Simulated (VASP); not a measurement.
# W (Im-3m) in VASP: single point with PBEsol+D3(BJ)

Aim: the single point of W with PBEsol+D3(BJ).

Everything below comes from runs of VASP 6.6.1. Logs are shortened: lines on timing, memory, paths and dates and some standing lists are left out, and cuts for length are marked.

## (1) The cell of the first run

It takes space group Im-3m (No. 229, cubic). The conventional cell has a = 3.130 Å, b = 3.130 Å, c = 3.130 Å, α = 90.00°, β = 90.00°, γ = 90.00°. Within 3.6 Å of W (site symmetry m-3m) lie 14 W at 2.71 to 3.13 Å.

## (2) Single point, PBEsol+D3(BJ)

Input file INCAR:

```
SYSTEM = W
ALGO = Normal
EDIFF = 1E-6
ENCUT = 500
GGA = PS
GGA_COMPAT = .False.
ISIF = 2
ISMEAR = 0
IVDW = 12
LASPH = .True.
LCHARG = .False.
LREAL = .False.
LWAVE = .False.
NBANDS = 13
NELM = 120
PREC = Accurate
SIGMA = 0.1
```

Input file KPOINTS:

```
k-points
0
Gamma
  18 18 18
  0 0 0
```

Input file POSCAR:

```
W
1.0
   -1.5649337756      1.5649337756      1.5649337756
    1.5649337756     -1.5649337756      1.5649337756
    1.5649337756      1.5649337756     -1.5649337756
W
1
Direct
    0.0000000000      0.0000000000      0.0000000000
```

Potentials or basis: VASP PAW PBE potentials, release 64 (W_sv).

Command:

```bash
$ cat potpaw_PBE.64/W_sv/POTCAR > POTCAR
$ mpirun -np 1 vasp_std > vasp.out
```

OUTCAR:

```text
SYSTEM = W
   EDIFF = 1E-6
   ENCUT = 500
   GGA = PS
   ISIF = 2
   ISMEAR = 0
   IVDW = 12
   LASPH = .True.
   LREAL = .False.
   NELM = 120
   PREC = Accurate
 IVDW          = 12

 ion  position               nearest neighbor table
   1  0.000  0.000  0.000-

  LATTYP: Found a body centered cubic cell.
 ALAT       =     3.1298675512

  Lattice vectors:

 A1 = (  -1.5649337756,   1.5649337756,   1.5649337756)
 A2 = (   1.5649337756,  -1.5649337756,   1.5649337756)
 A3 = (   1.5649337756,   1.5649337756,  -1.5649337756)

Analysis of symmetry for initial positions (statically):
=====================================================================
 Subroutine PRICEL returns:
 Original cell was already a primitive cell.

 Routine SETGRP: Setting up the symmetry group for a
 body centered cubic supercell.

 Subroutine GETGRP returns: Found 48 space group operations
 (whereof 48 operations were pure point group operations)
 out of a pool of 48 trial point group operations.

The static configuration has the point symmetry O_h .

Analysis of symmetry for dynamics (positions and initial velocities):
=====================================================================
 Subroutine PRICEL returns:
 Original cell was already a primitive cell.

 Routine SETGRP: Setting up the symmetry group for a
 body centered cubic supercell.

 Subroutine GETGRP returns: Found 48 space group operations
 (whereof 48 operations were pure point group operations)
 out of a pool of 48 trial point group operations.

The dynamic configuration has the point symmetry O_h .

 Subroutine INISYM returns: Found 48 space group operations
 (whereof 48 operations are pure point group operations),
 and found     1 'primitive' translations

----------------------------------------------------------------------------------------

                                     Primitive cell

  volume of cell :      15.3302

  direct lattice vectors                    reciprocal lattice vectors
    -1.564933776  1.564933776  1.564933776     0.000000000  0.319502338  0.319502338
     1.564933776 -1.564933776  1.564933776     0.319502338  0.000000000  0.319502338
     1.564933776  1.564933776 -1.564933776     0.319502338  0.319502338  0.000000000

  length of vectors
     2.710544810  2.710544810  2.710544810     0.451844540  0.451844540  0.451844540

  position of ions in fractional coordinates (direct lattice)
     0.000000000  0.000000000  0.000000000

  ion indices of the primitive-cell ions
   primitive index   ion index
                 1           1

----------------------------------------------------------------------------------------

 KPOINTS: k-points

Automatic generation of k-mesh.
 Grid dimensions read from file:
 generate k-points for:   18   18   18

 Generating k-lattice:

  Cartesian coordinates                     Fractional coordinates (reciprocal lattice)
     0.000000000  0.017750130  0.017750130     0.055555556  0.000000000  0.000000000
     0.017750130  0.000000000  0.017750130     0.000000000  0.055555556  0.000000000
     0.017750130  0.017750130  0.000000000     0.000000000  0.000000000  0.055555556

  Length of vectors
     0.025102474  0.025102474  0.025102474

  Shift w.r.t. Gamma in fractional coordinates (k-lattice)
     0.000000000  0.000000000  0.000000000

 Subroutine IBZKPT returns following result:
 ===========================================

 Found    195 irreducible k-points:

 Following reciprocal coordinates:
            Coordinates               Weight
  0.000000  0.000000  0.000000      1.000000
  0.055556  0.000000  0.000000     12.000000
  0.111111  0.000000  0.000000     12.000000
  0.166667  0.000000  0.000000     12.000000
  0.222222  0.000000  0.000000     12.000000
  0.277778  0.000000  0.000000     12.000000
[... 16 lines left out ...]
  0.333333  0.111111  0.000000     48.000000
  0.388889  0.111111  0.000000     48.000000
 [... further k-points ...]
   k-points           NKPTS =    195   k-points in BZ     NKDIM =    195   number of bands    NBANDS=     13
   number of dos      NEDOS =    301   number of ions     NIONS =      1
   total plane-waves  NPLWV =   8000
   dimension x,y,z NGX =    20 NGY =   20 NGZ =   20
   dimension x,y,z NGXF=    40 NGYF=   40 NGZF=   40
   ions per type =               1
   NGX,Y,Z   is equivalent  to a cutoff of  12.27, 12.27, 12.27 a.u.
   NGXF,Y,Z  is equivalent  to a cutoff of  24.53, 24.53, 24.53 a.u.
 SYSTEM =  W
   PREC   = accura    normal or accurate (medium, high low for compatibility)
   ISTART =      0    job   : 0-new  1-cont  2-samecut
   ICHARG =      2    charge: 1-file 2-atom 10-const
   ISPIN  =      1    spin polarized calculation?
   LNONCOLLINEAR =      F non collinear calculations
   LSORBIT =      F    spin-orbit coupling
   LASPH  =      T    aspherical Exc in radial PAW
   ENCUT  =  500.0 eV  36.75 Ry    6.06 a.u.   4.94  4.94  4.94*2*pi/ulx,y,z
   NELM   =    120;   NELMIN=  2; NELMDL= -5     # of ELM steps
   EDIFF  = 0.1E-05   stopping-criterion for ELM
   LREAL  =      F    real-space projection
   EDIFFG = 0.1E-04   stopping-criterion for IOM
   NSW    =      0    number of steps for IOM
   IBRION =     -1    ionic relax: 0-MD 1-quasi-New 2-CG
   NFREE  =      0    steps in history (QN), initial steepest desc. (CG)
   ISIF   =      2    stress and relaxation
   ISYM   =      2    0-nonsym 1-usesym 2-fastsym
   POTIM  = 0.5000    time-step for ionic-motion
   TEBEG  =    0.0;   TEEND  =   0.0 temperature during run
   PSTRESS=    0.0 pullay stress
   NELECT =      14.0000    total number of electrons
   NUPDOWN=      -1.0000    fix difference up-down
   EMIN   =  10.00;   EMAX   =-10.00  energy-range for DOS
   EFERMI =   0.00;   METHOD = LEGACY
   ISMEAR =     0;   SIGMA  =   0.10  broadening in eV -4-tet -1-fermi 0-gaus
   EFERMI_NEDOS =   21; number of points for ismear=-14 and -15
   IALGO  =     38    algorithm
   IMIX   =      4    mixing-type and parameters
     AMIX     =   0.40;   BMIX     =  1.00
     AMIX_MAG =   1.60;   BMIX_MAG =  1.00
  volume/ion in A,a.u.               =      15.33       103.45
  Fermi-wavevector in a.u.,A,eV,Ry     =   1.588309  3.001468 34.323746  2.522724
  Thomas-Fermi vector in A             =   2.687332
   LORBIT       =      0    0 simple, 1 ext, 2 COOP (PROOUT), +10 PAW based schemes
   GGA     = PS    functional components
   LHFCALC =     F    Hartree Fock is set to
   AEXX    =    0.0000 exact exchange contribution
   IVDW    =    12    specifies the selected vdW correction
   LEPSILON=     F    determine dielectric tensor
   LRPA    =     F    only Hartree local field effects (RPA)
 non-spin polarized calculation
 Gauss-broadening in eV      SIGMA  =   0.10
  energy-cutoff  :      500.00
  volume of cell :       15.33
 maximum number of plane-waves:       402
   NGX =  9   NGY =  9   NGZ =  9

 number of electron      14.0000004 magnetization

 Free energy of the ion-electron system (eV)
  ---------------------------------------------------
  ext. energy  EPLUGINS =         0.00000000
  ---------------------------------------------------
  free energy    TOTEN  =       -13.79078580 eV

  energy without entropy =      -13.78735878  energy(sigma->0) =      -13.78907229

 E-fermi :  11.7527     XC(G=0): -13.9517

 val. band max:       11.7438234155   @ k =  -0.1667   0.1667   0.0556
 cond. band min:      11.7546275784   @ k =   0.5000   0.5000   0.2222
 fundamental gap:      0.0108041629
 Fermi energy:        11.7527408597

 k-point     1 :       0.0000    0.0000    0.0000
  band No.  band energies     occupation
      1     -62.3393      2.00000
      2     -25.8443      2.00000
      3     -25.8443      2.00000
      4     -25.8443      2.00000
      5       1.9267      2.00000
      6      10.4711      2.00000
      7      10.4711      2.00000
      8      10.4711      2.00000
      9      14.0799      0.00000
     10      14.0799      0.00000
     11      26.3805      0.00000
     12      26.3805      0.00000
     13      26.3805      0.00000

 k-point     2 :       0.0556    0.0000    0.0000
  band No.  band energies     occupation
      1     -62.3346      2.00000
      2     -25.8918      2.00000
      3     -25.8589      2.00000
      4     -25.8446      2.00000
      5       2.0835      2.00000
      6      10.3744      2.00000
      7      10.4497      2.00000
      8      10.6225      2.00000
      9      13.9214      0.00000
     10      14.0802      0.00000
     11      26.5176      0.00000
     12      26.6457      0.00000
     13      26.7786      0.00000

 k-point     3 :       0.1111    0.0000    0.0000
  band No.  band energies     occupation
      1     -62.3212      2.00000
      2     -26.0271      2.00000
      3     -25.9009      2.00000
      4     -25.8454      2.00000
      5       2.5350      2.00000
      6      10.1078      2.00000
      7      10.3565      2.00000
      8      11.0717      2.00000
      9      13.5857      0.00000
     10      14.0892      0.00000
     11      26.8657      0.00000
     12      27.4164      0.00000
     13      27.8001      0.00000
[... 305 lines left out ...]
 k-point    23 :       0.3333    0.1111    0.0000
  band No.  band energies     occupation
      1     -62.1957      2.00000
      2     -27.1010      2.00000
      3     -26.3025      2.00000
      4     -25.9160      2.00000
      5       5.7448      2.00000
      6       8.3360      2.00000
      7      10.4624      2.00000
      8      13.7779      0.00000
      9      15.0204      0.00000
     10      17.4129      0.00000
     11      24.1784      0.00000
     12      25.4302      0.00000
     13      30.1475      0.00000

 k-point    24 :       0.3889    0.1111    0.0000
  band No.  band energies     occupation
      1     -62.1829      2.00000
      2     -27.1994      2.00000
      3     -26.3510      2.00000
      4     -25.9178      2.00000
      5       5.7176      2.00000
      6       8.1890      2.00000
      7      11.2335      2.00000
      8      13.8673      0.00000
      9      15.2706      0.00000
     10      18.5139      0.00000
     11      23.1566      0.00000
     12      24.5299      0.00000
     13      29.1003      0.00000

 [... further k-points ...]

------------------------ aborting loop because EDIFF is reached ----------------------------------------

 Edisp (eV)   -0.76901

 E8    (eV) :    -0.5638

  FORCE on cell =-STRESS in cart. coord.  units (eV):
  Direction    XX          YY          ZZ          XY          YZ          ZX
  --------------------------------------------------------------------------------------
  -------------------------------------------------------------------------------------
  Total       0.06751     0.06751     0.06751    -0.00000    -0.00000     0.00000
  in kB       7.05543     7.05543     7.05543    -0.00000    -0.00000     0.00000
  external pressure =        7.06 kB  Pullay stress =        0.00 kB

 VOLUME and BASIS-vectors are now :
 -----------------------------------------------------------------------------
  energy-cutoff  :      500.00
  volume of cell :       15.33
      direct lattice vectors                 reciprocal lattice vectors
    -1.564933776  1.564933776  1.564933776     0.000000000  0.319502338  0.319502338
     1.564933776 -1.564933776  1.564933776     0.319502338  0.000000000  0.319502338
     1.564933776  1.564933776 -1.564933776     0.319502338  0.319502338  0.000000000

 POSITION                                       TOTAL-FORCE (eV/Angst)
 -----------------------------------------------------------------------------------
      0.00000      0.00000      0.00000        -0.000000     -0.000000      0.000000
 -----------------------------------------------------------------------------------
    total drift:                                0.000000     -0.000000      0.000000

  FREE ENERGIE OF THE ION-ELECTRON SYSTEM (eV)
  ---------------------------------------------------
  free  energy   TOTEN  =       -14.5597908043 eV

  energy  without entropy=      -14.5563637856  energy(sigma->0) =      -14.55807729
```

It took 11 s on 1 thread of Intel Xeon 6975P-C (Granite Rapids), shared host; peak memory 0.16 GiB.

Results:

```yaml
Free_energy: -14.5598 eV
Pressure: 0.7 GPa
Band_gap_on_the_k_mesh: zero (band 7 reaches 17.19 eV, above the bottom of band 8 at 10.47 eV)
Dispersion_energy_per_atom: -0.769 eV
```

Caveat: the PAW data sets were made with another functional, which shifts forces and pressure a little; spin-orbit coupling is left out, which moves the levels of the heavy elements; pairwise dispersion overbinds metals, which lowers pressure and volume.
